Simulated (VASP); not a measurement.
# Cd in VASP: settings compared, part 2 of 2

VASP 6.6.1. The steps go on from the part before.

## (4) Single point, LDA, collinear spin, zero start (the cell strained at random)

Input file INCAR:

```
SYSTEM = Cd
PREC = Accurate ; ENCUT = 520
EDIFF = 1E-6 ; ISMEAR = 0
SIGMA = 0.1 ; LREAL = .FALSE.
LASPH = .TRUE. ; NELM = 150
ALGO = Normal ; ISIF = 2
LWAVE = .FALSE. ; LCHARG = .FALSE.
ISPIN = 2 ; MAGMOM = 0.01
LORBIT = 11 ; GGA = CA
NBANDS = 16
```

Input file KPOINTS:

```
regular mesh
0
G
  10 10 10
  0 0 0
```

Input file POSCAR:

```
Cd
1.0
    1.5918850000      0.9328280000      2.4843810000
   -1.6405130000      0.9912850000      2.4941490000
    0.0263110000     -1.7857470000      2.4368180000
Cd
1
Direct
   -0.0081760000     -0.0044770000     -0.0026550000
```

Potentials or basis: VASP PAW LDA potentials, release 64 (Cd).

Launch:

```sh
cat potpaw_LDA.64/Cd/POTCAR > POTCAR
mpirun -np 1 vasp_std > vasp.out
```

OUTCAR:

```text
SYSTEM = Cd
   PREC = Accurate
   ENCUT = 520
   EDIFF = 1E-6
   ISMEAR = 0
   LREAL = .FALSE.
   LASPH = .TRUE.
   NELM = 150
   ISIF = 2
   ISPIN = 2
   LORBIT = 11
   GGA = CA

 ion  position               nearest neighbor table
   1  0.992  0.996  0.997-

  LATTYP: Found a triclinic cell.
 ALAT       =     3.0945783047
 B/A-ratio  =     1.0447114224
 C/A-ratio  =     0.9762890253
 COS(alpha) =     0.0169579092
 COS(beta)  =     0.4738376694
 COS(gamma) =     0.5064483525

  Lattice vectors:

 A1 = (  -1.5918850000,  -0.9328280000,  -2.4843810000)
 A2 = (  -3.2323980000,   0.0584570000,   0.0097680000)
 A3 = (  -0.0263110000,   1.7857470000,  -2.4368180000)

Analysis of symmetry for initial positions (statically):
=====================================================================
 Subroutine PRICEL returns:
 Original cell was already a primitive cell.

 Routine SETGRP: Setting up the symmetry group for a
 triclinic supercell.

 Subroutine GETGRP returns: Found  2 space group operations
 (whereof  1 operations were pure point group operations)
 out of a pool of  2 trial point group operations.

The static configuration has the point symmetry C_1 .
 The point group associated with its full space group is S_2 .

Analysis of symmetry for dynamics (positions and initial velocities):
=====================================================================
 Subroutine PRICEL returns:
 Original cell was already a primitive cell.

 Routine SETGRP: Setting up the symmetry group for a
 triclinic supercell.

 Subroutine GETGRP returns: Found  2 space group operations
 (whereof  1 operations were pure point group operations)
 out of a pool of  2 trial point group operations.

The dynamic configuration has the point symmetry C_1 .
 The point group associated with its full space group is S_2 .

Analysis of structural, dynamic, and magnetic symmetry:
=====================================================================
 Subroutine PRICEL returns:
 Original cell was already a primitive cell.

 Routine SETGRP: Setting up the symmetry group for a
 triclinic supercell.

 Subroutine GETGRP returns: Found  2 space group operations
 (whereof  1 operations were pure point group operations)
 out of a pool of  2 trial point group operations.

The overall configuration has the point symmetry C_1 .
 The point group associated with its full space group is S_2 .

 Subroutine INISYM returns: Found  2 space group operations
 (whereof  1 operations are pure point group operations),
 and found     1 'primitive' translations

----------------------------------------------------------------------------------------

                                     Primitive cell

  volume of cell :      21.9391

  direct lattice vectors                    reciprocal lattice vectors
     1.591885000  0.932828000  2.484381000     0.313117173  0.185206336  0.132341945
    -1.640513000  0.991285000  2.494149000    -0.305829160  0.173834493  0.130691375
     0.026311000 -1.785747000  2.436818000    -0.006204346 -0.366745580  0.141680020

  length of vectors
     3.094578305  3.145585492  3.021202837     0.387115152  0.375273422  0.393209921

  position of ions in fractional coordinates (direct lattice)
[... 63 lines left out ...]
   dimension x,y,z NGXF=    48 NGYF=   48 NGZF=   48
   ions per type =               1
   NGX,Y,Z   is equivalent  to a cutoff of  12.89, 12.68, 13.21 a.u.
   NGXF,Y,Z  is equivalent  to a cutoff of  25.79, 25.37, 26.41 a.u.
 SYSTEM =  Cd
   PREC   = accura    normal or accurate (medium, high low for compatibility)
   ISTART =      0    job   : 0-new  1-cont  2-samecut
   ICHARG =      2    charge: 1-file 2-atom 10-const
   ISPIN  =      2    spin polarized calculation?
   LNONCOLLINEAR =      F non collinear calculations
   LSORBIT =      F    spin-orbit coupling
   LASPH  =      T    aspherical Exc in radial PAW
   ENCUT  =  520.0 eV  38.22 Ry    6.18 a.u.   5.75  5.85  5.62*2*pi/ulx,y,z
   NELM   =    150;   NELMIN=  2; NELMDL= -5     # of ELM steps
   EDIFF  = 0.1E-05   stopping-criterion for ELM
   LREAL  =      F    real-space projection
   EDIFFG = 0.1E-04   stopping-criterion for IOM
   NSW    =      0    number of steps for IOM
   IBRION =     -1    ionic relax: 0-MD 1-quasi-New 2-CG
   NFREE  =      0    steps in history (QN), initial steepest desc. (CG)
   ISIF   =      2    stress and relaxation
   ISYM   =      2    0-nonsym 1-usesym 2-fastsym
   POTIM  = 0.5000    time-step for ionic-motion
   TEBEG  =    0.0;   TEEND  =   0.0 temperature during run
   PSTRESS=    0.0 pullay stress
   NELECT =      12.0000    total number of electrons
   NUPDOWN=      -1.0000    fix difference up-down
   EMIN   =  10.00;   EMAX   =-10.00  energy-range for DOS
   EFERMI =   0.00;   METHOD = LEGACY
   ISMEAR =     0;   SIGMA  =   0.10  broadening in eV -4-tet -1-fermi 0-gaus
   EFERMI_NEDOS =   21; number of points for ismear=-14 and -15
   IALGO  =     38    algorithm
   IMIX   =      4    mixing-type and parameters
     AMIX     =   0.40;   BMIX     =  1.00
     AMIX_MAG =   1.60;   BMIX_MAG =  1.00
  volume/ion in A,a.u.               =      21.94       148.05
  Fermi-wavevector in a.u.,A,eV,Ry     =   1.338841  2.530044 24.388396  1.792497
  Thomas-Fermi vector in A             =   2.467280
   LORBIT       =     11    0 simple, 1 ext, 2 COOP (PROOUT), +10 PAW based schemes
   GGA     = CA    functional components
   LHFCALC =     F    Hartree Fock is set to
   AEXX    =    0.0000 exact exchange contribution
   IVDW    =     0    specifies the selected vdW correction
   LEPSILON=     F    determine dielectric tensor
   LRPA    =     F    only Hartree local field effects (RPA)
 spin polarized calculation
 Gauss-broadening in eV      SIGMA  =   0.10
  energy-cutoff  :      520.00
  volume of cell :       21.94
 maximum number of plane-waves:       604
   NGX = 11   NGY = 11   NGZ = 11

 number of electron      12.0000002 magnetization       0.0005531

 number of electron      12.0000002 magnetization      -0.0001261

 Free energy of the ion-electron system (eV)
  ---------------------------------------------------
  ext. energy  EPLUGINS =         0.00000000
  ---------------------------------------------------
  free energy    TOTEN  =        -1.48010143 eV

  energy without entropy =       -1.47837498  energy(sigma->0) =       -1.47923820

 E-fermi :   2.5478     XC(G=0): -11.2944

 val. band max:        2.5407834678   @ k =  -0.4000   0.4000   0.0000
 cond. band min:       2.5535310713   @ k =   0.4000   0.5000   0.5000
 fundamental gap:      0.0127476035
 Fermi energy:         2.5477704447

 spin component 1

 k-point     1 :       0.0000    0.0000    0.0000
  band No.  band energies     occupation
      1      -6.6700      1.00000
      2      -6.5724      1.00000
      3      -6.4018      1.00000
      4      -6.2107      1.00000
      5      -6.0762      1.00000
      6      -6.0125      1.00000
[... 435 lines left out ...]
      5      -5.9029      1.00000
      6      -1.6591      1.00000
[... 8 lines left out ...]
     15      27.0744      0.00000
     16      28.2890      0.00000

 [... further k-points ...]

 spin component 2

 k-point     1 :       0.0000    0.0000    0.0000
  band No.  band energies     occupation
      1      -6.6702      1.00000
      2      -6.5726      1.00000
      3      -6.4020      1.00000
      4      -6.2108      1.00000
      5      -6.0764      1.00000
      6      -6.0127      1.00000
[... 435 lines left out ...]
      5      -5.9031      1.00000
      6      -1.6592      1.00000
[... 8 lines left out ...]
     15      27.0743      0.00000
     16      28.2890      0.00000

 [... further k-points ...]

------------------------ aborting loop because EDIFF is reached ----------------------------------------

  FORCE on cell =-STRESS in cart. coord.  units (eV):
  Direction    XX          YY          ZZ          XY          YZ          ZX
  --------------------------------------------------------------------------------------
  -------------------------------------------------------------------------------------
  Total       -0.5663598     -0.6815551     -0.5912194     -0.0322440     -0.1285028     -0.0604658
  in kB      -41.3604048    -49.7729399    -43.1758600     -2.3547325     -9.3843628     -4.4157263
  external PRESSURE =     -44.7697349 kB  Pullay stress =       0.0000000 kB

 VOLUME and BASIS-vectors are now :
 -----------------------------------------------------------------------------
  energy-cutoff  :      520.00
  volume of cell :       21.94
      direct lattice vectors                 reciprocal lattice vectors
     1.591885000  0.932828000  2.484381000     0.313117173  0.185206336  0.132341945
    -1.640513000  0.991285000  2.494149000    -0.305829160  0.173834493  0.130691375
     0.026311000 -1.785747000  2.436818000    -0.006204346 -0.366745580  0.141680020

 POSITION                                       TOTAL-FORCE (eV/Angst)
 -----------------------------------------------------------------------------------
     -0.02806      0.13104      7.37740        -0.000000      0.000000      0.000000
 -----------------------------------------------------------------------------------
    total drift:                               -0.000007     -0.000001      0.000007

  FREE ENERGIE OF THE ION-ELECTRON SYSTEM (eV)
  ---------------------------------------------------
  free  energy   TOTEN  =        -1.4801014332 eV

  energy  without entropy=       -1.4783749756  energy(sigma->0) =       -1.47923820

 total charge

# of ion       s       p       d       tot
------------------------------------------
    1        0.549   0.280   9.479  10.308

 magnetization (x)

# of ion       s       p       d       tot
------------------------------------------
    1       -0.000  -0.000  -0.000  -0.000
```

Wall time 68 s (1 thread of Intel Xeon 6975P-C (Granite Rapids), shared host); peak memory 0.33 GiB.

Results:

- Free energy: -1.4801 eV
- Pressure: -4.5 GPa
- Band gap on the k mesh: zero (filled and empty bands overlap)
- Net moment: 0.00 μB per cell
- Valence electrons inside the program's atomic spheres: Cd 10.31

Levels at points of the mesh, in eV from the Fermi level:
Spin up:
| k point | band 2 | band 3 | band 4 | band 5 | band 6 | band 7 | band 8 | band 9 | band 10 | band 11 |
| --- | --- | --- | --- | --- | --- | --- | --- | --- | --- | --- |
| (0.00, 0.00, 0.00) | -9.12 | -8.95 | -8.76 | -8.62 | -8.56 | 12.84 | 14.17 | 15.04 | 16.51 | 16.96 |
| (0.50, 0.00, 0.00) | -9.22 | -8.89 | -8.31 | -8.18 | -2.35 | -1.50 | 11.47 | 12.82 | 14.13 | 15.69 |
| (0.00, 0.50, 0.00) | -9.16 | -8.96 | -8.31 | -8.23 | -2.57 | -2.05 | 12.52 | 13.65 | 13.99 | 16.61 |
| (0.50, 0.50, 0.00) | -9.61 | -8.27 | -8.14 | -8.13 | -0.95 | 1.07 | 5.84 | 8.03 | 10.26 | 12.44 |
| (0.00, 0.00, 0.50) | -9.17 | -8.95 | -8.33 | -8.15 | -2.23 | -1.21 | 12.03 | 12.22 | 13.28 | 16.07 |
| (0.50, 0.00, 0.50) | -9.64 | -8.31 | -8.17 | -8.08 | -0.83 | 1.31 | 6.72 | 6.82 | 11.18 | 11.20 |
| (0.00, 0.50, 0.50) | -9.63 | -8.29 | -8.16 | -8.09 | -0.62 | 1.63 | 5.80 | 7.23 | 10.21 | 11.65 |
| (0.50, 0.50, 0.50) | -9.16 | -9.00 | -8.25 | -8.14 | -1.99 | -0.67 | 11.12 | 11.81 | 12.81 | 15.38 |
Spin down:
```csv
k point,band 3,band 4,band 5,band 6,band 7,band 8,band 9,band 10
"(0.00, 0.00, 0.00)",-8.95,-8.76,-8.62,-8.56,12.84,14.17,15.04,16.51
"(0.50, 0.00, 0.00)",-8.89,-8.31,-8.18,-2.35,-1.50,11.47,12.82,14.13
"(0.00, 0.50, 0.00)",-8.96,-8.31,-8.23,-2.57,-2.05,12.52,13.65,13.99
"(0.50, 0.50, 0.00)",-8.27,-8.14,-8.13,-0.95,1.07,5.84,8.02,10.26
"(0.00, 0.00, 0.50)",-8.95,-8.33,-8.15,-2.23,-1.21,12.03,12.22,13.28
"(0.50, 0.00, 0.50)",-8.31,-8.17,-8.08,-0.83,1.31,6.72,6.82,11.18
"(0.00, 0.50, 0.50)",-8.29,-8.16,-8.09,-0.62,1.63,5.80,7.23,10.21
"(0.50, 0.50, 0.50)",-9.00,-8.25,-8.14,-1.99,-0.67,11.12,11.81,12.81
```

Caveat: the cell differs from its parent crystal (the cell strained at random); the cell stands under tension.

## (5) Summary

```csv
level,potentials or basis,spin,cell,k mesh,smearing,gap on the mesh (eV),pressure (GPa),moment (μB)
r2SCAN+D4,"VASP PAW PBE potentials, release 64 (Cd)","collinear, zero start","a = 3.040 Å, angles 63.6°, 1 atom",10 × 10 × 10,methfessel-paxton 0.001 eV,none,0.3,0.00
PBE,"VASP PAW PBE potentials, release 64 (Cd)",off,"a = 3.074 Å, angles 63.1°, 1 atom",4 × 4 × 4,fermi-dirac 0.02 eV,none,1.9,-
LDA,"VASP PAW LDA potentials, release 64 (Cd)","collinear, zero start","a = 3.095, b = 3.146, c = 3.021 Å, angles 63.3, 61.7, 62.4°, 1 atom",10 × 10 × 10,gaussian 0.1 eV,none,-4.5,0.00
```

Alike in all rows: task single point; cutoff (eV) 520.

Caveats: some runs use coarse meshes; the PAW data sets were made with another functional, which shifts forces and pressure a little (at least some runs); the cell stands under tension (at least some runs).

Absolute energies hang on the potentials; compare differences alone.
